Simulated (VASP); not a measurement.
# TiAl3 (Imm2) in VASP: single point with PBEsol

Aim: the single point of TiAl3 with PBEsol.

Everything below comes from runs of VASP 6.6.1. Logs are shortened: lines on timing, memory, paths and dates and some standing lists are left out, and cuts for length are marked.

## (1) The cell of the first run

Symmetry: Imm2, No. 44, orthorhombic system. The conventional cell has a = 3.815 Å, b = 8.553 Å, c = 3.815 Å, α = 90.00°, β = 90.00°, γ = 90.00°. Within 3.6 Å of Ti (site symmetry mm2) lie 12 Al at 2.70 to 2.96 Å. Al (site symmetry mm2) has 4 Ti at 2.70 Å and 8 Al at 2.77 to 2.96 Å within 3.6 Å. Within 3.6 Å of Al (site symmetry m) lie 8 Al at 2.70 to 2.96 Å and 4 Ti at 2.77 to 2.96 Å.

## (2) Single point, PBEsol (atoms displaced along a vibrational mode)

Contents of INCAR:

```
PREC = Accurate
ENCUT = 520
EDIFF = 1E-6
ISMEAR = 0
SIGMA = 0.15
LREAL = F
LASPH = T
NELM = 100
ALGO = Fast
ISIF = 2
LWAVE = F
LCHARG = F
GGA = PS
NBANDS = 18
```

Contents of KPOINTS:

```
regular mesh
0
Gamma
  14 14 14
```

Contents of POSCAR:

```
TiAl3
1.0
   -1.9075708801      1.9075708801      4.2765669297
    1.9075708801     -1.9075708801      4.2765669297
    1.9075708801      1.9075708801     -4.2765669297
Ti Al
1 3
Direct
    0.0000000000     -0.0155594341     -0.0155594341
    0.5000000000      0.4846168387     -0.0153831613
    0.7500000000      0.2714933036      0.5214933036
    0.2500000000      0.7714933036      0.5214933036
```

Potentials or basis: VASP PAW PBE potentials, release 64 (Ti_sv, Al).

The run is started by

```bash
$ cat potpaw_PBE.64/Ti_sv/POTCAR potpaw_PBE.64/Al/POTCAR > POTCAR
$ mpirun -np 1 vasp_std > vasp.out
```

OUTCAR:

```text
PREC = Accurate
   ENCUT = 520
   EDIFF = 1E-6
   ISMEAR = 0
   LREAL = F
   LASPH = T
   NELM = 100
   ISIF = 2
   GGA = PS

 ion  position               nearest neighbor table
   1  0.000  0.984  0.984-   2 2.70   2 2.70   2 2.70   2 2.70   4 2.77   3 2.77   3 2.87   3 2.87
                             4 2.87   4 2.87   4 2.96   3 2.96
   2  0.500  0.485  0.985-   1 2.70   1 2.70   1 2.70   1 2.70   4 2.77   3 2.77   3 2.87   4 2.87
                             3 2.87   4 2.87   4 2.96   3 2.96
   3  0.750  0.271  0.521-   4 2.70   4 2.70   4 2.70   4 2.70   1 2.77   2 2.77   2 2.87   2 2.87
                             1 2.87   1 2.87   2 2.96   1 2.96
   4  0.250  0.771  0.521-   3 2.70   3 2.70   3 2.70   3 2.70   1 2.77   2 2.77   2 2.87   2 2.87
                             1 2.87   1 2.87   2 2.96   1 2.96

  LATTYP: Found a body centered tetragonal cell.
 ALAT       =     3.8151417602
 C/A-ratio  =     2.2418914937

  Lattice vectors:

 A1 = (  -1.9075708801,   1.9075708801,   4.2765669297)
 A2 = (   1.9075708801,  -1.9075708801,   4.2765669297)
 A3 = (   1.9075708801,   1.9075708801,  -4.2765669297)

Analysis of symmetry for initial positions (statically):
=====================================================================
 Subroutine PRICEL returns:
 Original cell was already a primitive cell.

 Routine SETGRP: Setting up the symmetry group for a
 body centered tetragonal supercell.

 Subroutine GETGRP returns: Found  4 space group operations
 (whereof  4 operations were pure point group operations)
 out of a pool of 16 trial point group operations.

The static configuration has the point symmetry C_2v.

Analysis of symmetry for dynamics (positions and initial velocities):
=====================================================================
 Subroutine PRICEL returns:
 Original cell was already a primitive cell.

 Routine SETGRP: Setting up the symmetry group for a
 body centered tetragonal supercell.

 Subroutine GETGRP returns: Found  4 space group operations
 (whereof  4 operations were pure point group operations)
 out of a pool of 16 trial point group operations.

The dynamic configuration has the point symmetry C_2v.

 Subroutine INISYM returns: Found  4 space group operations
 (whereof  4 operations are pure point group operations),
 and found     1 'primitive' translations

----------------------------------------------------------------------------------------

                                     Primitive cell

  volume of cell :      62.2467

  direct lattice vectors                    reciprocal lattice vectors
    -1.907570880  1.907570880  4.276566930     0.000000000  0.262113458  0.116916211
     1.907570880 -1.907570880  4.276566930     0.262113458  0.000000000  0.116916211
     1.907570880  1.907570880 -4.276566930     0.262113458  0.262113458  0.000000000

  length of vectors
     5.056350268  5.056350268  5.056350268     0.287006734  0.287006734  0.370684407

  position of ions in fractional coordinates (direct lattice)
     0.000000000  0.984440566  0.984440566
     0.500000000  0.484616839  0.984616839
     0.750000000  0.271493304  0.521493304
     0.250000000  0.771493304  0.521493304

  ion indices of the primitive-cell ions
   primitive index   ion index
                 1           1
                 2           2
                 3           3
                 4           4

----------------------------------------------------------------------------------------

 KPOINTS: regular mesh

Automatic generation of k-mesh.
 Grid dimensions read from file:
 generate k-points for:   14   14   14

 Generating k-lattice:

  Cartesian coordinates                     Fractional coordinates (reciprocal lattice)
     0.000000000  0.018722390  0.008351158     0.071428571  0.000000000  0.000000000
     0.018722390  0.000000000  0.008351158     0.000000000  0.071428571  0.000000000
     0.018722390  0.018722390  0.000000000     0.000000000  0.000000000  0.071428571

  Length of vectors
     0.020500481  0.020500481  0.026477458

  Shift w.r.t. Gamma in fractional coordinates (k-lattice)
     0.000000000  0.000000000  0.000000000

 Subroutine IBZKPT returns following result:
 ===========================================

 Found    428 irreducible k-points:

 Following reciprocal coordinates:
            Coordinates               Weight
  0.000000  0.000000  0.000000      1.000000
  0.071429  0.000000 -0.000000      4.000000
  0.000000  0.071429 -0.000000      4.000000
  0.142857 -0.000000  0.000000      4.000000
 -0.000000  0.142857  0.000000      4.000000
  0.214286 -0.000000  0.000000      4.000000
[... 16 lines left out ...]
  0.357143  0.071429 -0.000000      8.000000
  0.000000  0.428571 -0.071429      8.000000
 [... further k-points ...]
   k-points           NKPTS =    428   k-points in BZ     NKDIM =    428   number of bands    NBANDS=     18
   number of dos      NEDOS =    301   number of ions     NIONS =      4
   total plane-waves  NPLWV =  64000
   dimension x,y,z NGX =    40 NGY =   40 NGZ =   40
   dimension x,y,z NGXF=    80 NGYF=   80 NGZF=   80
   ions per type =               1   3
   NGX,Y,Z   is equivalent  to a cutoff of  13.15, 13.15, 13.15 a.u.
   NGXF,Y,Z  is equivalent  to a cutoff of  26.30, 26.30, 26.30 a.u.
 SYSTEM =  unknown system
   PREC   = accura    normal or accurate (medium, high low for compatibility)
   ISTART =      0    job   : 0-new  1-cont  2-samecut
   ICHARG =      2    charge: 1-file 2-atom 10-const
   ISPIN  =      1    spin polarized calculation?
   LNONCOLLINEAR =      F non collinear calculations
   LSORBIT =      F    spin-orbit coupling
   LASPH  =      T    aspherical Exc in radial PAW
   ENCUT  =  520.0 eV  38.22 Ry    6.18 a.u.   9.40  9.40  9.40*2*pi/ulx,y,z
   NELM   =    100;   NELMIN=  2; NELMDL= -5     # of ELM steps
   EDIFF  = 0.1E-05   stopping-criterion for ELM
   LREAL  =      F    real-space projection
   EDIFFG = 0.1E-04   stopping-criterion for IOM
   NSW    =      0    number of steps for IOM
   IBRION =     -1    ionic relax: 0-MD 1-quasi-New 2-CG
   NFREE  =      0    steps in history (QN), initial steepest desc. (CG)
   ISIF   =      2    stress and relaxation
   ISYM   =      2    0-nonsym 1-usesym 2-fastsym
   POTIM  = 0.5000    time-step for ionic-motion
   TEBEG  =    0.0;   TEEND  =   0.0 temperature during run
   PSTRESS=    0.0 pullay stress
   NELECT =      21.0000    total number of electrons
   NUPDOWN=      -1.0000    fix difference up-down
   EMIN   =  10.00;   EMAX   =-10.00  energy-range for DOS
   EFERMI =   0.00;   METHOD = LEGACY
   ISMEAR =     0;   SIGMA  =   0.15  broadening in eV -4-tet -1-fermi 0-gaus
   EFERMI_NEDOS =   21; number of points for ismear=-14 and -15
   IALGO  =     68    algorithm
   IMIX   =      4    mixing-type and parameters
     AMIX     =   0.40;   BMIX     =  1.00
     AMIX_MAG =   1.60;   BMIX_MAG =  1.00
  volume/ion in A,a.u.               =      15.56       105.02
  Fermi-wavevector in a.u.,A,eV,Ry     =   1.139661  2.153647 17.671619  1.298827
  Thomas-Fermi vector in A             =   2.276364
   LORBIT       =      0    0 simple, 1 ext, 2 COOP (PROOUT), +10 PAW based schemes
   GGA     = PS    functional components
   LHFCALC =     F    Hartree Fock is set to
   AEXX    =    0.0000 exact exchange contribution
   IVDW    =     0    specifies the selected vdW correction
   LEPSILON=     F    determine dielectric tensor
   LRPA    =     F    only Hartree local field effects (RPA)
 non-spin polarized calculation
 RMM-DIIS sequential band-by-band and
 Gauss-broadening in eV      SIGMA  =   0.15
  energy-cutoff  :      520.00
  volume of cell :       62.25
 maximum number of plane-waves:      1696
 NGX is ok and might be reduce to    40
   NGX = 19   NGY = 19   NGZ = 19

 number of electron      21.0000000 magnetization

 Free energy of the ion-electron system (eV)
  ---------------------------------------------------
  ext. energy  EPLUGINS =         0.00000000
  ---------------------------------------------------
  free energy    TOTEN  =       -22.17765295 eV

  energy without entropy =      -22.15827719  energy(sigma->0) =      -22.16796507

 E-fermi :   8.3352     XC(G=0): -10.8951

 val. band max:        8.3293920945   @ k =  -0.1429   0.2857   0.5000
 cond. band min:       8.3353497615   @ k =  -0.3571  -0.3571   0.0714
 fundamental gap:      0.0059576670
 Fermi energy:         8.3351520699

 k-point     1 :       0.0000    0.0000    0.0000
  band No.  band energies     occupation
      1     -47.8518      2.00000
      2     -24.2754      2.00000
      3     -24.2734      2.00000
      4     -24.1947      2.00000
      5      -1.8075      2.00000
      6       5.4554      2.00000
[... 10 lines left out ...]
     17      12.2032      0.00000
     18      12.3190      0.00000

 k-point     2 :       0.0714    0.0000   -0.0000
  band No.  band energies     occupation
      1     -47.8517      2.00000
      2     -24.2753      2.00000
      3     -24.2748      2.00000
      4     -24.1947      2.00000
      5      -1.7434      2.00000
      6       5.1410      2.00000
[... 10 lines left out ...]
     17      12.3407      0.00000
     18      12.5855      0.00000

 k-point     3 :       0.0000    0.0714   -0.0000
  band No.  band energies     occupation
      1     -47.8517      2.00000
      2     -24.2768      2.00000
      3     -24.2733      2.00000
      4     -24.1947      2.00000
      5      -1.7434      2.00000
      6       5.1408      2.00000
[... 10 lines left out ...]
     17      12.2208      0.00000
     18      12.6661      0.00000

 k-point     4 :       0.1429   -0.0000    0.0000
  band No.  band energies     occupation
      1     -47.8515      2.00000
      2     -24.2789      2.00000
      3     -24.2750      2.00000
      4     -24.1945      2.00000
      5      -1.5518      2.00000
      6       4.7558      2.00000
[... 10 lines left out ...]
     17      12.4409      0.00000
     18      13.4150      0.00000

 k-point     5 :      -0.0000    0.1429    0.0000
  band No.  band energies     occupation
      1     -47.8515      2.00000
      2     -24.2809      2.00000
      3     -24.2730      2.00000
      4     -24.1945      2.00000
      5      -1.5518      2.00000
      6       4.7551      2.00000
[... 10 lines left out ...]
     17      12.3114      0.00000
     18      13.4680      0.00000

 k-point     6 :       0.2143   -0.0000    0.0000
  band No.  band energies     occupation
      1     -47.8512      2.00000
      2     -24.2848      2.00000
      3     -24.2746      2.00000
      4     -24.1942      2.00000
      5      -1.2358      2.00000
      6       4.3141      2.00000
[... 10 lines left out ...]
     17      12.7060      0.00000
     18      14.0286      0.00000

 k-point     7 :      -0.0000    0.2143    0.0000
  band No.  band energies     occupation
      1     -47.8512      2.00000
      2     -24.2868      2.00000
      3     -24.2726      2.00000
      4     -24.1942      2.00000
      5      -1.2358      2.00000
      6       4.3130      2.00000
[... 10 lines left out ...]
     17      12.5961      0.00000
     18      14.1074      0.00000

 k-point     8 :       0.2857   -0.0000    0.0000
  band No.  band energies     occupation
      1     -47.8509      2.00000
      2     -24.2914      2.00000
      3     -24.2742      2.00000
      4     -24.1939      2.00000
      5      -0.8005      2.00000
      6       3.6669      2.00000
[... 10 lines left out ...]
     17      13.1188      0.00000
     18      13.8943      0.00000
[... 229 lines left out ...]
     17      12.9243      0.00000
     18      13.9943      0.00000

 k-point    20 :      -0.0000    0.2857   -0.0714
  band No.  band energies     occupation
      1     -47.8511      2.00000
      2     -24.2867      2.00000
      3     -24.2740      2.00000
      4     -24.1943      2.00000
      5      -1.1124      2.00000
      6       4.0397      2.00000
[... 10 lines left out ...]
     17      12.9254      0.00000
     18      13.9857      0.00000

 k-point    21 :       0.2857    0.0714    0.0000
  band No.  band energies     occupation
      1     -47.8508      2.00000
      2     -24.2912      2.00000
      3     -24.2756      2.00000
      4     -24.1940      2.00000
      5      -0.6603      2.00000
      6       3.5145      2.00000
[... 10 lines left out ...]
     17      13.0391      0.00000
     18      14.5037      0.00000

 k-point    22 :      -0.0000    0.3571   -0.0714
  band No.  band energies     occupation
      1     -47.8508      2.00000
      2     -24.2932      2.00000
      3     -24.2736      2.00000
      4     -24.1940      2.00000
      5      -0.6603      2.00000
      6       3.5135      2.00000
[... 10 lines left out ...]
     17      13.0912      0.00000
     18      13.9201      0.00000

 k-point    23 :       0.3571    0.0714   -0.0000
  band No.  band energies     occupation
      1     -47.8505      2.00000
      2     -24.2971      2.00000
      3     -24.2752      2.00000
      4     -24.1937      2.00000
      5      -0.0991      2.00000
      6       2.7460      2.00000
[... 10 lines left out ...]
     17      13.4862      0.00000
     18      14.0124      0.00000

 k-point    24 :       0.0000    0.4286   -0.0714
  band No.  band energies     occupation
      1     -47.8505      2.00000
      2     -24.2991      2.00000
      3     -24.2732      2.00000
      4     -24.1937      2.00000
      5      -0.0992      2.00000
      6       2.7458      2.00000
[... 10 lines left out ...]
     17      13.5195      0.00000
     18      13.9935      0.00000

 [... further k-points ...]

------------------------ aborting loop because EDIFF is reached ----------------------------------------

  FORCE on cell =-STRESS in cart. coord.  units (eV):
  Direction    XX          YY          ZZ          XY          YZ          ZX
  --------------------------------------------------------------------------------------
  -------------------------------------------------------------------------------------
  Total        0.2367952      0.0435393      0.3426529      0.0000000      0.0000000      0.0000000
  in kB        6.0949032      1.1206642      8.8195895      0.0000000      0.0000000      0.0000000
  external PRESSURE =       5.3450523 kB  Pullay stress =       0.0000000 kB

 VOLUME and BASIS-vectors are now :
 -----------------------------------------------------------------------------
  energy-cutoff  :      520.00
  volume of cell :       62.25
      direct lattice vectors                 reciprocal lattice vectors
    -1.907570880  1.907570880  4.276566930     0.000000000  0.262113458  0.116916211
     1.907570880 -1.907570880  4.276566930     0.262113458  0.000000000  0.116916211
     1.907570880  1.907570880 -4.276566930     0.262113458  0.262113458  0.000000000

 POSITION                                       TOTAL-FORCE (eV/Angst)
 -----------------------------------------------------------------------------------
      3.75578      0.00000      0.00000         0.545308     -0.000000      0.000000
      1.84888      1.90757      0.00000         0.305640     -0.000000     -0.000000
      0.08200      1.90757      2.13828        -0.425474      0.000000     -0.005709
      1.98957      0.00000      2.13828        -0.425474      0.000000      0.005709
 -----------------------------------------------------------------------------------
    total drift:                                0.000077     -0.000000      0.000000

  FREE ENERGIE OF THE ION-ELECTRON SYSTEM (eV)
  ---------------------------------------------------
  free  energy   TOTEN  =       -22.1776529480 eV

  energy  without entropy=      -22.1582771943  energy(sigma->0) =      -22.16796507
```

Run time: 39 min. Hardware: 1 thread of Intel Xeon Platinum 8488C (Sapphire Rapids), shared host; peak memory 0.6 GiB.

What came out:

| Property | Result |
| --- | --- |
| Free energy | -22.1777 eV |
| Pressure | 0.5 GPa |
| Largest force | 0.545 eV/Å |
| Band gap on the k mesh | zero (an odd number of electrons rules out a gap without spin polarisation) |

Forces on the atoms (eV/Å):
```
Ti   0.545  0.000  0.000
Al   0.306  0.000  0.000
Al  -0.425  0.000 -0.006
Al  -0.425  0.000  0.006
```

Levels at points of the mesh, in eV from the Fermi level:
| k point | band 8 | band 9 | band 10 | band 11 | band 12 | band 13 | band 14 | band 15 |
| --- | --- | --- | --- | --- | --- | --- | --- | --- |
| (0.00, 0.00, 0.00) | -1.43 | -1.23 | -1.22 | 0.85 | 1.76 | 1.77 | 2.17 | 2.44 |
| (0.50, 0.00, 0.00) | -2.95 | -1.05 | -0.29 | 0.51 | 1.82 | 2.13 | 2.74 | 3.09 |
| (0.00, 0.50, 0.00) | -2.95 | -1.06 | -0.29 | 0.51 | 1.82 | 2.11 | 2.72 | 3.19 |
| (0.50, 0.50, 0.00) | -3.79 | -2.70 | -2.21 | -1.00 | 1.78 | 1.96 | 2.67 | 2.85 |
| (0.50, 0.50, 0.50) | -0.93 | -0.91 | -0.22 | 0.69 | 0.71 | 0.96 | 3.05 | 4.73 |

Caveat: the cell differs from its parent crystal (atoms displaced along a vibrational mode); the PAW data sets were made with another functional, which shifts forces and pressure a little.
